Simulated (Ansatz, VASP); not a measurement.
**Two plane-wave programs on TePb4Se3**

```
CELL_PARAMETERS angstrom
6.31767 0.00000 0.00000
0.00000 6.31767 0.00000
0.00000 0.00000 6.31767
ATOMIC_POSITIONS crystal
Te 0.50000 0.50000 0.50000
Pb 0.00000 0.00000 0.00000
Pb 0.50000 0.00000 0.50000
Pb 0.00000 0.50000 0.50000
Pb 0.50000 0.50000 0.00000
Se 0.00000 0.50000 0.00000
Se 0.50000 0.00000 0.00000
Se 0.00000 0.00000 0.50000
```

Alike in both runs: task single point; functional r2SCAN; k mesh 6 × 6 × 6; occupations gaussian, width 0.01 eV; no spin polarisation.

```csv
,VASP,Ansatz
version,VASP 6.6.1,Ansatz 0.2.0
potentials or method,"VASP PAW PBE potentials, release 64 (Te, Pb_d, Se), cutoff 520 eV","scalar-relativistic, plane waves, PAW"
valence electrons in the cell,80,120
```

|  | VASP | Ansatz | Ansatz less VASP |
| --- | --- | --- | --- |
| gap on the k mesh at the Fermi level (eV) | 0.57 | 0.57 | -0.003 |
| least direct gap on the mesh (eV) | 0.57 | 0.57 | -0.003 |
| pressure (GPa) | -0.9 | -0.9 | 0.00 |

VASP's potentials were made for PBE, not for r2SCAN. VASP's potentials hold 80 valence electrons a cell and Ansatz's 120, so a difference there can come from the potentials and not from the codes.

Spin-orbit coupling is off throughout.
